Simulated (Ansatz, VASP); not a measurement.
# B in VASP and in Ansatz

The input INCAR:

```
SYSTEM = B
ALGO = Normal
EDIFF = 1E-6
ENCUT = 500
GGA = PE
GGA_COMPAT = .False.
ISIF = 2
ISMEAR = -1
LASPH = .True.
LCHARG = .False.
LREAL = .False.
LWAVE = .False.
NBANDS = 8
NELM = 120
PREC = Accurate
SIGMA = 0.1
```

Contents of KPOINTS:

```
k-points
0
Gamma
  26 26 26
  0 0 0
```

The input POSCAR:

```
B
1.0
    0.0000000000      1.2142157889      1.2142157889
    1.2142157889      0.0000000000      1.2142157889
    1.2142157889      1.2142157889      0.0000000000
B
1
Direct
    0.0000000000      0.0000000000      0.0000000000
```

Input for Ansatz:

```yaml
crystal:
  lattice:
    - [0.0, 1.2142157889, 1.2142157889]
    - [1.2142157889, 0.0, 1.2142157889]
    - [1.2142157889, 1.2142157889, 0.0]
  atoms:
    - { symbol: B, position: [0.0, 0.0, 0.0] }
kpoints:
  mp_grid: { grid: [26, 26, 26] }
scf:
  occupations: { method: fermi_dirac, width: 0.1 }
hamiltonian:
  xc: pbe
  pseudopotentials: { kind: paw }
output:
  forces: true
  stress: true
  eigenvalues: true
  write_density: true
  write_potential: true
  elf: true
  volumetric_format: npy
```

Change from the starting cell: volume scaled by 0.608, to set the pressure.

Alike in both runs: task single point; functional PBE; k mesh 26 × 26 × 26; occupations fermi-dirac, width 0.1 eV; no spin polarisation.

```csv
,VASP,Ansatz
version,VASP 6.6.1,Ansatz 0.2.0
potentials or method,"VASP PAW PBE potentials, release 64 (B)","PAW with Ansatz's default frozen-core files, scalar-relativistic"
plane-wave cutoff (eV),500,420
valence electrons in the cell,3,3
```

|  | VASP | Ansatz | Ansatz less VASP |
| --- | --- | --- | --- |
| pressure (GPa) | 330.0 | 329.4 | -0.60 |

Both programs put the cell under a high pressure, so it lies far from rest at this level.

Noted on VASP's run: the cell as given lies far from equilibrium.
